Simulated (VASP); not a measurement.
**AlSn: single point with PBEsol+D4**

The system is AlSn.

```xyz
2
Lattice="4.1031 0.0000 0.0000 -2.0516 3.5534 0.0000 0.0000 0.0000 3.2654" Properties=species:S:1:pos:R:3 pbc="T T T"
Sn    0.0000    2.3690    1.6327
Al    0.0000    0.0000    0.0000
```

| Item | Value |
| --- | --- |
| Program | VASP 6.6.1 |
| Task | single point |
| Functional | PBEsol |
| Dispersion | D4 |
| Potentials or basis | VASP PAW PBE potentials, release 64 (Sn_d, Al) |
| Cutoff | 520 eV |
| k mesh | 7 × 7 × 8 |
| Occupations | fermi-dirac, width 0.05 eV |
| Spin | no spin polarisation |

The pressure is 0.0 GPa and the dispersion energy per atom is -0.205 eV.

Levels at points of the mesh, in eV from the Fermi level:
| k point | band 4 | band 5 | band 6 | band 7 | band 8 | band 9 | band 10 | band 11 | band 12 | band 13 |
| --- | --- | --- | --- | --- | --- | --- | --- | --- | --- | --- |
| (0.00, 0.00, 0.00) | -21.16 | -21.16 | -10.85 | -0.17 | -0.17 | 1.14 | 2.53 | 3.22 | 3.22 | 5.13 |
| (0.00, 0.00, 0.50) | -21.17 | -21.10 | -7.71 | -6.52 | 2.87 | 2.87 | 3.77 | 3.77 | 4.18 | 4.55 |

Wall time 12 s on 1 thread of Intel(R) Xeon(R) Platinum 8488C (Sapphire Rapids), with other jobs on the host, peak memory 0.17 GiB.

Caveat: the PAW data sets were made with another functional, which shifts forces and pressure a little; spin-orbit coupling is left out, which moves the levels of the heavy elements; pairwise dispersion overbinds metals, which lowers pressure and volume.
